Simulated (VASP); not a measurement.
A run of VASP 6.6.1 is set up as follows.

The input INCAR:

```
SYSTEM = InSb
PREC = Accurate ; ENCUT = 520
EDIFF = 1E-7 ; ISMEAR = 0
SIGMA = 0.1 ; LREAL = .False.
LASPH = .True. ; NELM = 80
ALGO = Normal ; ISIF = 2
LWAVE = .False. ; LCHARG = .True.
GGA = PE ; LELF = .True.
LVHAR = .True. ; NBANDS = 16
```

The input KPOINTS:

```
regular mesh
0
Gamma
  14 14 14
  0 0 0
```

POSCAR

```
InSb
1.0
    0.0000000000      3.3502549080      3.3502549080
    3.3502549080      0.0000000000      3.3502549080
    3.3502549080      3.3502549080      0.0000000000
In Sb
1 1
Direct
    0.0000000000      0.0000000000      0.0000000000
    0.2500000000      0.2500000000      0.2500000000
```

Potentials or basis: VASP PAW PBE potentials, release 64 (In_d, Sb).

The run is started by

```sh
$ cat potpaw_PBE.64/In_d/POTCAR potpaw_PBE.64/Sb/POTCAR > POTCAR
$ mpirun -np 1 vasp_std > vasp.out
```

(1) Predict the band gap on the k mesh.

(2) What does it give for the pressure?

## Answers

(1) zero (filled and empty bands touch).

(2) -1.0 GPa.

Caveat: spin-orbit coupling is left out, which moves the levels of the heavy elements.
